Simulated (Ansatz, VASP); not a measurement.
# One calculation of ScSi2, two programs

Contents of INCAR:

```
PREC = Accurate
ENCUT = 520
EDIFF = 1E-8
ISMEAR = -1
SIGMA = 0.05
LREAL = False
LASPH = True
NELM = 100
ALGO = Normal
ISIF = 2
LWAVE = False
LCHARG = False
GGA = PS
LEFG = True
NBANDS = 16
```

File KPOINTS:

```
regular mesh
0
Gamma
  13 13 11
```

The input POSCAR:

```
ScSi2
1.0
    3.7081621116      0.0000000000      0.0000000000
   -1.8540810558      3.2113625900      0.0000000000
    0.0000000000      0.0000000000      3.9209268928
Sc Si
1 2
Direct
    0.0000000000      0.0000000000      0.0000000000
    0.3333333333      0.6666666667      0.5000000000
    0.6666666667      0.3333333333      0.5000000000
```

Input for Ansatz:

```yaml
crystal:
  lattice:
    - [3.7081621116, 0.0, 0.0]
    - [-1.8540810558, 3.21136259, 0.0]
    - [0.0, 0.0, 3.9209268928]
  atoms:
    - { symbol: Sc, position: [0.0, 0.0, 0.0] }
    - { symbol: Si, position: [0.3333333333, 0.6666666667, 0.5] }
    - { symbol: Si, position: [0.6666666667, 0.3333333333, 0.5] }
kpoints:
  mp_grid: { grid: [13, 13, 11] }
scf:
  occupations: { method: fermi_dirac, width: 0.05 }
hamiltonian:
  xc: pbesol
  pseudopotentials: { kind: all_electron, datasets: crystal }
output:
  forces: true
  stress: true
  eigenvalues: true
  efg: { contact_densities: true }
```

Change from the starting cell: volume scaled by 1.04, crystal datasets.

Alike in both runs: task electric field gradients; functional PBEsol; k mesh 13 × 13 × 11; occupations fermi-dirac, width 0.05 eV; no spin polarisation.

```csv
,VASP,Ansatz
version,VASP 6.6.1,Ansatz 0.2.0
potentials or method,"VASP PAW PBE potentials, release 64 (Sc_sv, Si), cutoff 520 eV","all-electron PAW with datasets made for the crystal, scalar-relativistic"
```

|  | VASP | Ansatz | Ansatz less VASP |
| --- | --- | --- | --- |
| pressure (GPa) | 15.1 | 14.8 | -0.35 |
| traceless stress, the component that is largest in VASP (GPa) | -20.88 | -20.77 | +0.111 |
| size of Vzz on the site where it differs most (V/Å²) | 14.0 | 8.0 | -5.96 |

VASP's potentials were made for PBE, not for PBEsol. Ansatz ran all-electron here, and VASP with PAW potentials.
